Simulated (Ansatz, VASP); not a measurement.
# One calculation of Al5Cl, two programs

INCAR

```
PREC = Accurate ; ENCUT = 600
EDIFF = 1E-6 ; ISMEAR = 0
SIGMA = 0.1 ; LREAL = False
LASPH = True ; NELM = 80
ALGO = Normal ; ISIF = 3
LWAVE = False ; LCHARG = False
GGA = PE ; IBRION = 2
NSW = 100 ; EDIFFG = -0.01
```

KPOINTS

```
regular mesh
0
Gamma
  8 8 8
```

Contents of POSCAR:

```
Al5Cl
1.0
    0.0000000000      3.8858465393      3.8858465393
    3.8858465393      0.0000000000      3.8858465393
    3.8858465393      3.8858465393      0.0000000000
Al Cl
5 1
Direct
    0.3752867603      0.3752867603      0.8741397190
    0.3752867603      0.8741397190      0.3752867603
    0.8741397190      0.3752867603      0.3752867603
    0.3752867603      0.3752867603      0.3752867603
    0.7500000000      0.7500000000      0.7500000000
    0.0000000000      0.0000000000      0.0000000000
```

Input for Ansatz:

```yaml
crystal:
  lattice:
    - [0.0, 3.8858465393, 3.8858465393]
    - [3.8858465393, 0.0, 3.8858465393]
    - [3.8858465393, 3.8858465393, 0.0]
  atoms:
    - { symbol: Al, position: [0.3752867603, 0.3752867603, 0.874139719] }
    - { symbol: Al, position: [0.3752867603, 0.874139719, 0.3752867603] }
    - { symbol: Al, position: [0.874139719, 0.3752867603, 0.3752867603] }
    - { symbol: Al, position: [0.3752867603, 0.3752867603, 0.3752867603] }
    - { symbol: Al, position: [0.75, 0.75, 0.75] }
    - { symbol: Cl, position: [0.0, 0.0, 0.0] }
basis:
  ecutwfc: 420
kpoints:
  mp_grid: { grid: [8, 8, 8] }
hamiltonian:
  xc: pbe
scf:
  occupations: { method: gaussian, width: 0.1 }
output:
  forces: true
  stress: true
  eigenvalues: true
relax:
  adjacent_minimum: "off"
  f_tol: 0.01
  max_steps: 80
  cell: { stress_tol: 0.05 }
```

Change from the starting cell: species swapped into the TmCu5 type (F-43m, No. 216).

Alike in both runs: task relaxation of cell and atoms; functional PBE; k mesh 8 × 8 × 8; occupations gaussian, width 0.1 eV; no spin polarisation.

|  | VASP | Ansatz |
| --- | --- | --- |
| version | VASP 6.6.1 | Ansatz 0.2.0 |
| potentials or method | VASP PAW PBE potentials, release 64 (Al, Cl), cutoff 600 eV | scalar-relativistic, plane waves, PAW |
| valence electrons in the cell | 22 | 22 |

|  | VASP | Ansatz | Ansatz less VASP |
| --- | --- | --- | --- |
| gap on the k mesh at the Fermi level, each at its own relaxed structure (eV) | none | none | - |
| relaxed volume (Å³/atom) | 19.43 | 19.43 | +0.001 |
| relaxed cell length with the largest relative difference (Å) | 5.483 | 5.484 | +0.0001 |

A gap of «none» marks a metal or a gap that the smearing closes.

Noted on VASP's run: too few bands were computed for a metal, which touches its energy and stress.
